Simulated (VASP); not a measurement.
# CsI in VASP: notebook

The runs below take CsI through single point, with r2SCAN, PBE, HSE06.

Everything below comes from runs of VASP 6.6.1. Logs are shortened: lines on timing, memory, paths and dates and some standing lists are left out, and cuts for length are marked.

**1. The cell of the first run**

Symmetry: Pm-3m, No. 221, cubic system. The conventional cell has a = 4.665 Å, b = 4.665 Å, c = 4.665 Å, α = 90.00°, β = 90.00°, γ = 90.00°. Cs (site symmetry m-3m) has 8 I at 4.04 Å and 6 Cs at 4.67 Å within 5.3 Å. I (site symmetry m-3m) has 8 Cs at 4.04 Å and 6 I at 4.67 Å within 5.3 Å.

**2. Single point, r2SCAN**

Input file POSCAR:

```
CsI
1.0
    4.6654671083      0.0000000000      0.0000000000
    0.0000000000      4.6654671083      0.0000000000
    0.0000000000      0.0000000000      4.6654671083
Cs I
1 1
Direct
    0.0000000000      0.0000000000      0.0000000000
    0.5000000000      0.5000000000      0.5000000000
```

Input file INCAR.step1:

```
SYSTEM = CsI
PREC = Accurate
ENCUT = 550
ISMEAR = 0
SIGMA = 0.05
LREAL = .False.
LASPH = .True.
NELM = 120
NBANDS = 15
GGA = PE
ALGO = Normal
EDIFF = 1E-5
LWAVE = .True.
LCHARG = .False.
GGA_COMPAT = .False.
```

Input file INCAR.step2:

```
SYSTEM = CsI
PREC = Accurate
ENCUT = 550
EDIFF = 1E-6
ISMEAR = 0
SIGMA = 0.05
LREAL = .False.
LASPH = .True.
NELM = 120
ALGO = Normal
ISIF = 2
LWAVE = .False.
LCHARG = .True.
METAGGA = R2SCAN
LMIXTAU = .True.
LELF = .True.
LVHAR = .True.
NBANDS = 15
ISTART = 1
GGA_COMPAT = .False.
```

Input file KPOINTS:

```
Automatic mesh
0
Gamma
  8 8 8
  0 0 0
```

Potentials or basis: VASP PAW PBE potentials, release 64 (Cs_sv, I).

Command:

```console
$ cat potpaw_PBE.64/Cs_sv/POTCAR potpaw_PBE.64/I/POTCAR > POTCAR
$ cp INCAR.step1 INCAR
$ mpirun -np 1 vasp_std > vasp.out
$ cp INCAR.step2 INCAR
$ mpirun -np 1 vasp_std > vasp.out
```

OUTCAR:

```text
SYSTEM = CsI
   PREC = Accurate
   ENCUT = 550
   EDIFF = 1E-6
   ISMEAR = 0
   LREAL = .False.
   LASPH = .True.
   NELM = 120
   ISIF = 2
   METAGGA = R2SCAN
   ISTART = 1

 ion  position               nearest neighbor table
   1  0.000  0.000  0.000-
   2  0.500  0.500  0.500-

  LATTYP: Found a simple cubic cell.
 ALAT       =     4.6654671083

  Lattice vectors:

 A1 = (   4.6654671083,   0.0000000000,   0.0000000000)
 A2 = (   0.0000000000,   4.6654671083,   0.0000000000)
 A3 = (   0.0000000000,   0.0000000000,   4.6654671083)

Analysis of symmetry for initial positions (statically):
=====================================================================
 Subroutine PRICEL returns:
 Original cell was already a primitive cell.

 Routine SETGRP: Setting up the symmetry group for a
 simple cubic supercell.

 Subroutine GETGRP returns: Found 48 space group operations
 (whereof 48 operations were pure point group operations)
 out of a pool of 48 trial point group operations.

The static configuration has the point symmetry O_h .

Analysis of symmetry for dynamics (positions and initial velocities):
=====================================================================
 Subroutine PRICEL returns:
 Original cell was already a primitive cell.

 Routine SETGRP: Setting up the symmetry group for a
 simple cubic supercell.

 Subroutine GETGRP returns: Found 48 space group operations
 (whereof 48 operations were pure point group operations)
 out of a pool of 48 trial point group operations.

The dynamic configuration has the point symmetry O_h .

 Subroutine INISYM returns: Found 48 space group operations
 (whereof 48 operations are pure point group operations),
 and found     1 'primitive' translations

----------------------------------------------------------------------------------------

                                     Primitive cell

  volume of cell :     101.5513

  direct lattice vectors                    reciprocal lattice vectors
     4.665467108  0.000000000  0.000000000     0.214340810  0.000000000  0.000000000
     0.000000000  4.665467108  0.000000000     0.000000000  0.214340810  0.000000000
     0.000000000  0.000000000  4.665467108     0.000000000  0.000000000  0.214340810

  length of vectors
     4.665467108  4.665467108  4.665467108     0.214340810  0.214340810  0.214340810

  position of ions in fractional coordinates (direct lattice)
     0.000000000  0.000000000  0.000000000
     0.500000000  0.500000000  0.500000000

  ion indices of the primitive-cell ions
   primitive index   ion index
                 1           1
                 2           2

----------------------------------------------------------------------------------------

 KPOINTS: Automatic mesh

Automatic generation of k-mesh.
 Grid dimensions read from file:
 generate k-points for:    8    8    8

 Generating k-lattice:

  Cartesian coordinates                     Fractional coordinates (reciprocal lattice)
     0.026792601  0.000000000  0.000000000     0.125000000  0.000000000  0.000000000
     0.000000000  0.026792601  0.000000000     0.000000000  0.125000000  0.000000000
     0.000000000  0.000000000  0.026792601     0.000000000  0.000000000  0.125000000

  Length of vectors
     0.026792601  0.026792601  0.026792601

  Shift w.r.t. Gamma in fractional coordinates (k-lattice)
     0.000000000  0.000000000  0.000000000

 Subroutine IBZKPT returns following result:
 ===========================================

 Found     35 irreducible k-points:

 Following reciprocal coordinates:
            Coordinates               Weight
  0.000000  0.000000  0.000000      1.000000
  0.125000  0.000000  0.000000      6.000000
  0.250000  0.000000  0.000000      6.000000
  0.375000  0.000000  0.000000      6.000000
  0.500000  0.000000  0.000000      3.000000
  0.125000  0.125000  0.000000     12.000000
[... 16 lines left out ...]
  0.375000  0.375000  0.125000     24.000000
  0.500000  0.375000  0.125000     24.000000
 [... further k-points ...]
   k-points           NKPTS =     35   k-points in BZ     NKDIM =     35   number of bands    NBANDS=     15
   number of dos      NEDOS =    301   number of ions     NIONS =      2
   total plane-waves  NPLWV =  46656
   dimension x,y,z NGX =    36 NGY =   36 NGZ =   36
   dimension x,y,z NGXF=    72 NGYF=   72 NGZF=   72
   ions per type =               1   1
   NGX,Y,Z   is equivalent  to a cutoff of  12.83, 12.83, 12.83 a.u.
   NGXF,Y,Z  is equivalent  to a cutoff of  25.66, 25.66, 25.66 a.u.
 SYSTEM =  CsI
   PREC   = accura    normal or accurate (medium, high low for compatibility)
   ISTART =      1    job   : 0-new  1-cont  2-samecut
   ICHARG =      0    charge: 1-file 2-atom 10-const
   ISPIN  =      1    spin polarized calculation?
   LNONCOLLINEAR =      F non collinear calculations
   LSORBIT =      F    spin-orbit coupling
   LASPH  =      T    aspherical Exc in radial PAW
   ENCUT  =  550.0 eV  40.42 Ry    6.36 a.u.   8.92  8.92  8.92*2*pi/ulx,y,z
   NELM   =    120;   NELMIN=  2; NELMDL=  0     # of ELM steps
   EDIFF  = 0.1E-05   stopping-criterion for ELM
   LREAL  =      F    real-space projection
[... 7 lines left out ...]
   TEBEG  =    0.0;   TEEND  =   0.0 temperature during run
   PSTRESS=    0.0 pullay stress
   NELECT =      16.0000    total number of electrons
   NUPDOWN=      -1.0000    fix difference up-down
   EMIN   =  10.00;   EMAX   =-10.00  energy-range for DOS
   EFERMI =   0.00;   METHOD = LEGACY
   ISMEAR =     0;   SIGMA  =   0.05  broadening in eV -4-tet -1-fermi 0-gaus
   EFERMI_NEDOS =   21; number of points for ismear=-14 and -15
   IALGO  =     38    algorithm
   IMIX   =      4    mixing-type and parameters
     AMIX     =   0.40;   BMIX     =  1.00
     AMIX_MAG =   1.60;   BMIX_MAG =  1.00
  volume/ion in A,a.u.               =      50.78       342.65
  Fermi-wavevector in a.u.,A,eV,Ry     =   0.884205  1.670905 10.637289  0.781819
  Thomas-Fermi vector in A             =   2.005074
   LORBIT       =      0    0 simple, 1 ext, 2 COOP (PROOUT), +10 PAW based schemes
   METAGGA = R2SCAN    functional components
   LHFCALC =     F    Hartree Fock is set to
   AEXX    =    0.0000 exact exchange contribution
   IVDW    =     0    specifies the selected vdW correction
   LEPSILON=     F    determine dielectric tensor
   LRPA    =     F    only Hartree local field effects (RPA)
 non-spin polarized calculation
 Gauss-broadening in eV      SIGMA  =   0.05
  energy-cutoff  :      550.00
  volume of cell :      101.55
 maximum number of plane-waves:      3016
 NGX is ok and might be reduce to    36
   NGX = 17   NGY = 17   NGZ = 17

 number of electron      15.9999999 magnetization

 Free energy of the ion-electron system (eV)
  ---------------------------------------------------
  ext. energy  EPLUGINS =         0.00000000
  ---------------------------------------------------
  free energy    TOTEN  =       -53.12242254 eV

  energy without entropy =      -53.12242254  energy(sigma->0) =      -53.12242254

 E-fermi :   0.3839     XC(G=0):  -7.8367

 val. band max:        0.1414566422   @ k =   0.5000   0.5000   0.0000
 cond. band min:       4.5123466370   @ k =   0.0000   0.0000   0.0000
 fundamental gap:      4.3708899948
 Fermi energy:         0.3838531001

 k-point     1 :       0.0000    0.0000    0.0000
  band No.  band energies     occupation
      1     -20.9051      2.00000
      2     -10.7281      2.00000
      3      -7.2406      2.00000
      4      -7.2406      2.00000
      5      -7.2406      2.00000
      6       0.0452      2.00000
      7       0.0452      2.00000
      8       0.0452      2.00000
      9       4.5123      0.00000
     10       4.8425      0.00000
     11       4.8425      0.00000
     12       8.4083      0.00000
     13       8.4083      0.00000
     14       8.4083      0.00000
     15      10.7318      0.00000

 k-point     2 :       0.1250    0.0000    0.0000
  band No.  band energies     occupation
      1     -20.9022      2.00000
      2     -10.7280      2.00000
      3      -7.2605      2.00000
      4      -7.2334      2.00000
      5      -7.2334      2.00000
      6      -0.2018      2.00000
      7       0.0297      2.00000
      8       0.0297      2.00000
      9       4.8330      0.00000
     10       4.9342      0.00000
     11       5.1646      0.00000
     12       8.3542      0.00000
     13       8.3542      0.00000
     14       8.4783      0.00000
     15      10.0071      0.00000

 k-point     3 :       0.2500    0.0000    0.0000
  band No.  band energies     occupation
      1     -20.8954      2.00000
      2     -10.7284      2.00000
      3      -7.3048      2.00000
      4      -7.2160      2.00000
      5      -7.2160      2.00000
      6      -0.6982      2.00000
      7      -0.0086      2.00000
      8      -0.0086      2.00000
      9       5.1982      0.00000
     10       5.5685      0.00000
     11       6.0013      0.00000
     12       8.3016      0.00000
     13       8.3016      0.00000
     14       8.6705      0.00000
     15       8.8895      0.00000

 k-point     4 :       0.3750    0.0000    0.0000
  band No.  band energies     occupation
      1     -20.8885      2.00000
      2     -10.7300      2.00000
      3      -7.3434      2.00000
      4      -7.1984      2.00000
      5      -7.1984      2.00000
      6      -1.1091      2.00000
      7      -0.0481      2.00000
      8      -0.0481      2.00000
      9       5.5757      0.00000
     10       6.4619      0.00000
     11       6.8747      0.00000
     12       7.9503      0.00000
     13       8.3833      0.00000
     14       8.3833      0.00000
     15       8.9121      0.00000
[... 307 lines left out ...]
 k-point    22 :       0.5000    0.2500    0.1250
  band No.  band energies     occupation
      1     -20.8744      2.00000
      2     -10.6375      2.00000
      3      -7.4498      2.00000
      4      -7.3625      2.00000
      5      -7.2239      2.00000
      6      -0.9563      2.00000
      7      -0.4526      2.00000
      8      -0.0886      2.00000
      9       5.7753      0.00000
     10       6.3427      0.00000
     11       6.7991      0.00000
     12       7.5348      0.00000
     13       8.1057      0.00000
     14       8.7494      0.00000
     15       9.7947      0.00000

 k-point    23 :       0.3750    0.3750    0.1250
  band No.  band energies     occupation
      1     -20.8709      2.00000
      2     -10.6033      2.00000
      3      -7.4835      2.00000
      4      -7.4358      2.00000
      5      -7.2158      2.00000
      6      -0.7656      2.00000
      7      -0.6506      2.00000
      8      -0.0929      2.00000
      9       5.4841      0.00000
     10       6.1819      0.00000
     11       6.9596      0.00000
     12       7.2070      0.00000
     13       8.3853      0.00000
     14       8.7851      0.00000
     15      10.1878      0.00000

 k-point    24 :       0.5000    0.3750    0.1250
  band No.  band energies     occupation
      1     -20.8683      2.00000
      2     -10.5838      2.00000
      3      -7.5020      2.00000
      4      -7.4783      2.00000
      5      -7.2103      2.00000
      6      -0.8007      2.00000
      7      -0.6582      2.00000
      8      -0.0777      2.00000
      9       5.3421      0.00000
     10       6.0933      0.00000
     11       6.9272      0.00000
     12       7.0671      0.00000
     13       8.7058      0.00000
     14       9.6272      0.00000
     15      10.0453      0.00000

 [... further k-points ...]

------------------------ aborting loop because EDIFF is reached ----------------------------------------

  FORCE on cell =-STRESS in cart. coord.  units (eV):
  Direction    XX          YY          ZZ          XY          YZ          ZX
  --------------------------------------------------------------------------------------
  -------------------------------------------------------------------------------------
  Total       -0.2327767     -0.2327767     -0.2327767     -0.0000000     -0.0000000     -0.0000000
  in kB       -3.6725238     -3.6725238     -3.6725238     -0.0000000     -0.0000000     -0.0000000
  external PRESSURE =      -3.6725238 kB  Pullay stress =       0.0000000 kB

 VOLUME and BASIS-vectors are now :
 -----------------------------------------------------------------------------
  energy-cutoff  :      550.00
  volume of cell :      101.55
      direct lattice vectors                 reciprocal lattice vectors
     4.665467108  0.000000000  0.000000000     0.214340810  0.000000000  0.000000000
     0.000000000  4.665467108  0.000000000     0.000000000  0.214340810  0.000000000
     0.000000000  0.000000000  4.665467108     0.000000000  0.000000000  0.214340810

 POSITION                                       TOTAL-FORCE (eV/Angst)
 -----------------------------------------------------------------------------------
      0.00000      0.00000      0.00000         0.000000      0.000000      0.000000
      2.33273      2.33273      2.33273         0.000000      0.000000      0.000000
 -----------------------------------------------------------------------------------
    total drift:                                0.000000      0.000000      0.000000

  FREE ENERGIE OF THE ION-ELECTRON SYSTEM (eV)
  ---------------------------------------------------
  free  energy   TOTEN  =       -53.1224225379 eV

  energy  without entropy=      -53.1224225379  energy(sigma->0) =      -53.12242254
```

Run time: 2.6 min. Hardware: 1 thread of Intel Xeon 8259CL, shared host; peak memory 0.25 GiB.

What came out:

```yaml
Free_energy: -53.1224 eV
Pressure: -0.4 GPa
Band_gap_on_the_k_mesh: 4.37 eV (least direct gap 4.47 eV)
```

Caveat: the PAW data sets were made with another functional, which shifts forces and pressure a little; spin-orbit coupling is left out, which moves the levels of the heavy elements.

**3. Single point, PBE (atom 2 (I) moved 0.05 Å along x)**

Input file INCAR:

```
SYSTEM = CsI
PREC = Accurate
ENCUT = 500
EDIFF = 1E-6
ISMEAR = 0
SIGMA = 0.05
LREAL = .FALSE.
LASPH = .TRUE.
NELM = 120
ALGO = Normal
ISIF = 2
LWAVE = .FALSE.
LCHARG = .FALSE.
GGA = PE
NBANDS = 15
GGA_COMPAT = .FALSE.
```

Input file KPOINTS:

```
regular mesh
0
G
  8 8 8
  0 0 0
```

POSCAR, as its differences from that of step 2:

```diff
@@ -9,2 +9,2 @@
     0.0000000000      0.0000000000      0.0000000000
-    0.5000000000      0.5000000000      0.5000000000
+    0.5107170405      0.5000000000      0.5000000000
```

Potentials or basis: VASP PAW PBE potentials, release 64 (Cs_sv, I).

Command:

```console
$ cat potpaw_PBE.64/Cs_sv/POTCAR potpaw_PBE.64/I/POTCAR > POTCAR
$ mpirun -np 1 vasp_std > vasp.out
```

Run time: 94 s. Hardware: 1 thread of Intel Xeon 8259CL, shared host; peak memory 0.27 GiB.

It converged, with:

| Property | Result |
| --- | --- |
| Free energy | -5.4422 eV |
| Pressure | 0.0 GPa |
| Largest force | 0.027 eV/Å |
| Band gap on the k mesh | 3.68 eV (least direct gap 3.77 eV) |

Forces in eV/Å, atoms in the order of the input:
```
Cs   0.027  0.000  0.000
I   -0.027  0.000  0.000
```

Levels at points of the mesh, in eV from the valence-band top:
| k point | band 6 | band 7 | band 8 | band 9 | band 10 | band 11 |
| --- | --- | --- | --- | --- | --- | --- |
| (0.00, 0.00, 0.00) | -0.10 | -0.10 | -0.10 | 3.68 | 4.27 | 4.27 |
| (0.50, 0.00, 0.00) | -1.41 | -0.21 | -0.21 | 5.21 | 6.22 | 6.45 |
| (0.00, 0.50, 0.00) | -1.41 | -0.21 | -0.21 | 5.21 | 6.22 | 6.44 |
| (0.50, 0.50, 0.00) | -0.81 | -0.81 | 0.00 | 4.25 | 4.89 | 6.08 |
| (0.00, 0.50, 0.50) | -0.81 | -0.81 | 0.00 | 4.25 | 4.89 | 6.08 |
| (0.50, 0.50, 0.50) | -1.16 | -1.16 | -1.16 | 6.96 | 6.96 | 6.98 |

Caveat: the cell differs from its parent crystal (atom 2 (I) moved 0.05 Å along x); spin-orbit coupling is left out, which moves the levels of the heavy elements. A k mesh can miss the band edges.

[end of part 1 of 2]
